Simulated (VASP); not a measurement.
# LuBeSi4 (P4/mmm) in VASP: a series of runs, part 2 of 2

VASP 6.6.1. The steps go on from the part before.

## Step 4: Single point, PBE

This run uses another cell than the first one, of 16.42 Å³/atom, 1.057 times its volume.

Input file INCAR:

```
PREC = Accurate
ENCUT = 520
EDIFF = 1E-7
ISMEAR = 0
SIGMA = 0.1
LREAL = False
LASPH = True
NELM = 100
ALGO = Normal
ISIF = 2
LWAVE = False
LCHARG = False
GGA = PE
NBANDS = 30
```

Input file KPOINTS:

```
regular mesh
0
Gamma
  6 6 4
```

Input file POSCAR:

```
LuBeSi4
1.0
    3.6457246143      0.0000000000      0.0000000000
    0.0000000000      3.6457246143      0.0000000000
    0.0000000000      0.0000000000      7.4123859760
Lu Be Si
1 1 4
Direct
    0.0000000000      0.0000000000      0.5000000000
    0.5000000000      0.5000000000      0.0000000000
    0.0000000000      0.5000000000      0.8006811356
    0.5000000000      0.0000000000      0.8006811356
    0.0000000000      0.5000000000      0.1993188644
    0.5000000000      0.0000000000      0.1993188644
```

Potentials or basis: VASP PAW PBE potentials, release 64 (Lu, Be, Si).

Launch:

```console
> cat potpaw_PBE.64/Lu/POTCAR potpaw_PBE.64/Be/POTCAR potpaw_PBE.64/Si/POTCAR > POTCAR
> mpirun -np 1 vasp_std > vasp.out
```

OUTCAR:

```text
PREC = Accurate
   ENCUT = 520
   EDIFF = 1E-7
   ISMEAR = 0
   LREAL = False
   LASPH = True
   NELM = 100
   ISIF = 2
   GGA = PE

 ion  position               nearest neighbor table
   1  0.000  0.000  0.500-   3 2.88   4 2.88   5 2.88   6 2.88   3 2.88   5 2.88   4 2.88   6 2.88

   2  0.500  0.500  0.000-   3 2.35   4 2.35   5 2.35   6 2.35   4 2.35   6 2.35   3 2.35   5 2.35

   3  0.000  0.500  0.801-   2 2.35   2 2.35   4 2.58   4 2.58   4 2.58   4 2.58   1 2.88   1 2.88
                             5 2.95
   4  0.500  0.000  0.801-   2 2.35   2 2.35   3 2.58   3 2.58   3 2.58   3 2.58   1 2.88   1 2.88
                             6 2.95
   5  0.000  0.500  0.199-   2 2.35   2 2.35   6 2.58   6 2.58   6 2.58   6 2.58   1 2.88   1 2.88
                             3 2.95
   6  0.500  0.000  0.199-   2 2.35   2 2.35   5 2.58   5 2.58   5 2.58   5 2.58   1 2.88   1 2.88
                             4 2.95

  LATTYP: Found a simple tetragonal cell.
 ALAT       =     3.6457246143
 C/A-ratio  =     2.0331722113

  Lattice vectors:

 A1 = (   3.6457246143,   0.0000000000,   0.0000000000)
 A2 = (   0.0000000000,   3.6457246143,   0.0000000000)
[... 181 lines left out ...]
  free energy    TOTEN  =       -30.26258231 eV

  energy without entropy =      -30.25159895  energy(sigma->0) =      -30.25709063

 E-fermi :   6.8766     XC(G=0): -10.7105

 val. band max:        6.8133077744   @ k =   0.3333   0.3333   0.0000
 cond. band min:       6.9097065177   @ k =   0.3333   0.0000   0.5000
 fundamental gap:      0.0963987433
 Fermi energy:         6.8766442177

 k-point     1 :       0.0000    0.0000    0.0000
  band No.  band energies     occupation
      1     -49.0414      2.00000
      2     -19.8248      2.00000
      3     -19.6627      2.00000
      4     -19.6627      2.00000
      5      -6.0041      2.00000
      6      -4.1904      2.00000
[... 781 lines left out ...]
     29      10.9942      0.00000
     30      12.0838      0.00000

 [... further k-points ...]
[... 5 lines left out ...]
  --------------------------------------------------------------------------------------
  -------------------------------------------------------------------------------------
  Total       -0.0080528     -0.0080528      0.0988046      0.0000000     -0.0000000      0.0000000
  in kB       -0.1309576     -0.1309576      1.6068002      0.0000000     -0.0000000      0.0000000
  external PRESSURE =       0.4482950 kB  Pullay stress =       0.0000000 kB

 VOLUME and BASIS-vectors are now :
 -----------------------------------------------------------------------------
  energy-cutoff  :      520.00
  volume of cell :       98.52
      direct lattice vectors                 reciprocal lattice vectors
     3.645724614  0.000000000  0.000000000     0.274293894  0.000000000  0.000000000
     0.000000000  3.645724614  0.000000000     0.000000000  0.274293894  0.000000000
     0.000000000  0.000000000  7.412385976     0.000000000  0.000000000  0.134909327

 POSITION                                       TOTAL-FORCE (eV/Angst)
 -----------------------------------------------------------------------------------
      0.00000      0.00000      3.70619        -0.000000      0.000000      0.000000
      1.82286      1.82286      0.00000        -0.000000      0.000000      0.000000
      0.00000      1.82286      5.93496        -0.000000     -0.000000      0.022946
      1.82286      0.00000      5.93496         0.000000      0.000000      0.022946
      0.00000      1.82286      1.47743         0.000000     -0.000000     -0.022946
      1.82286      0.00000      1.47743        -0.000000     -0.000000     -0.022946
 -----------------------------------------------------------------------------------
    total drift:                               -0.000000     -0.000000      0.000000

  FREE ENERGIE OF THE ION-ELECTRON SYSTEM (eV)
  ---------------------------------------------------
  free  energy   TOTEN  =       -30.2625823120 eV

  energy  without entropy=      -30.2515989499  energy(sigma->0) =      -30.25709063
```

stdout:

```text
POSCAR found type information on POSCAR LuBeSi
 POSCAR found :  3 types and       6 ions
 scaLAPACK will be used
 LDA part: xc-table for (Slater+PW92), standard interpolation
 POSCAR, INCAR and KPOINTS ok, starting setup
 FFT: planning ... GRIDC
 FFT: planning ... GRID_SOFT
 FFT: planning ... GRID
 WAVECAR not read
 entering main loop
```

Wall time 68 s (1 thread of Intel Xeon Platinum 8488C (Sapphire Rapids), shared host); peak memory 0.25 GiB.

What came out:

```yaml
Free_energy: -30.2626 eV
Pressure: 0.0 GPa
Largest_force: 0.023 eV/Å
```

Forces on the atoms (eV/Å):
```
Lu   0.000  0.000  0.000
Be   0.000  0.000  0.000
Si   0.000  0.000  0.023
Si   0.000  0.000  0.023
Si   0.000  0.000 -0.023
Si   0.000  0.000 -0.023
```

Levels at points of the mesh, in eV from the Fermi level:
| k point | band 19 | band 20 | band 21 | band 22 | band 23 | band 24 | band 25 | band 26 |
| --- | --- | --- | --- | --- | --- | --- | --- | --- |
| (0.00, 0.00, 0.00) | -2.23 | -1.61 | -1.00 | -0.62 | -0.61 | 1.33 | 1.96 | 3.34 |
| (0.50, 0.00, 0.00) | -1.53 | -0.48 | -0.23 | -0.07 | 0.65 | 1.07 | 1.44 | 2.72 |
| (0.50, 0.50, 0.00) | -4.53 | -2.34 | -2.34 | -1.16 | 0.57 | 0.57 | 0.78 | 3.95 |
| (0.00, 0.00, 0.50) | -2.29 | -1.73 | -1.73 | -0.24 | 1.14 | 1.59 | 1.59 | 2.28 |
| (0.50, 0.00, 0.50) | -1.69 | -1.30 | -0.77 | 0.18 | 0.86 | 0.95 | 1.33 | 1.76 |
| (0.50, 0.50, 0.50) | -4.71 | -2.97 | -2.97 | -0.19 | 1.18 | 1.18 | 1.24 | 2.77 |

Caveat: spin-orbit coupling is left out, which moves the levels of the heavy elements.

## Step 5: Overview

```tsv
cell	k mesh	gap on the mesh (eV)	pressure (GPa)	largest force (eV/Å)
a = 4.212, b = 4.212, c = 5.253 Å, 6 atoms	4 × 4 × 4	none	17.0	2.25
a = 3.694, b = 3.694, c = 7.251 Å, 6 atoms	4 × 4 × 4	none	0.2	0.01
a = 3.646, b = 3.646, c = 7.412 Å, 6 atoms	6 × 6 × 4	none	0.0	0.02
```

Alike in all rows: task single point; level PBE; potentials or basis VASP PAW PBE potentials, release 64 (Lu, Be, Si); no spin polarisation; cutoff (eV) 520; smearing gaussian 0.1 eV.

Caveats: some runs use coarse meshes; spin-orbit coupling is left out, which moves the levels of the heavy elements; forces of over 1 eV/Å act on the atoms, so gaps and moduli don't describe the material at rest (some runs).

Total energies depend on the potentials used, so only differences within one code and one set of settings carry meaning.
